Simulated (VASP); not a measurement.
Write the native input for VASP 6.6.1 that does the following.

| Quantity | Value |
| --- | --- |
| Task | single point |
| Functional | PBE |
| Potentials or basis | VASP PAW PBE potentials, release 64 (Cd_sv_GW, S) |
| Cutoff | 630 eV |
| k mesh | 8 × 8 × 8 |
| Occupations | fermi-dirac, width 0.02 eV |
| Spin | no spin polarisation |
| Dipole correction | no |
| Further INCAR settings | ALGO = Normal; EDIFF = 1e-06; NBANDS = 20 |

The structure of CdS lies in POSCAR:

```
CdS
1.0
    0.0000000000      2.5639879845      2.7267765442
    2.5639879845      0.0000000000      2.7267765442
    2.5639879845      2.5639879845      0.0000000000
Cd S
1 1
Direct
    0.0000000000      0.0000000000      0.0000000000
    0.5000000000      0.5000000000      0.5000000000
```

This cell differs from its parent crystal: biaxial xy strain -6.0%.

These files were run (other wordings do the same):

INCAR

```
PREC = Accurate
ENCUT = 630
EDIFF = 1E-6
ISMEAR = -1
SIGMA = 0.02
LREAL = F
LASPH = T
NELM = 120
ALGO = Normal
ISIF = 2
LWAVE = F
LCHARG = F
GGA = PE
NBANDS = 20
GGA_COMPAT = F
```

KPOINTS

```
Automatic mesh
0
Gamma
  8 8 8
```

Potentials or basis: VASP PAW PBE potentials, release 64 (Cd_sv_GW, S).

Launch:

```console
$ cat potpaw_PBE.64/Cd_sv_GW/POTCAR potpaw_PBE.64/S/POTCAR > POTCAR
$ mpirun -np 1 vasp_std > vasp.out
```

It gave:

* Pressure: 15.4 GPa
* Band gap on the k mesh: zero (bands 13 and 14 overlap by 0.11 eV)

Caveat: the cell differs from its parent crystal (biaxial xy strain -6.0%); the stress differs along the axes, from 9 to 19 GPa; the structure was generated, so it needn't be the stable form of CdS; semilocal functionals underestimate gaps, and a narrow one can read as zero.

Wall time 68 s on 1 thread of Intel(R) Xeon(R) Platinum 8259CL CPU @ 2.50GHz (Skylake/Cascade Lake), with other jobs on the host, peak memory 0.23 GiB.
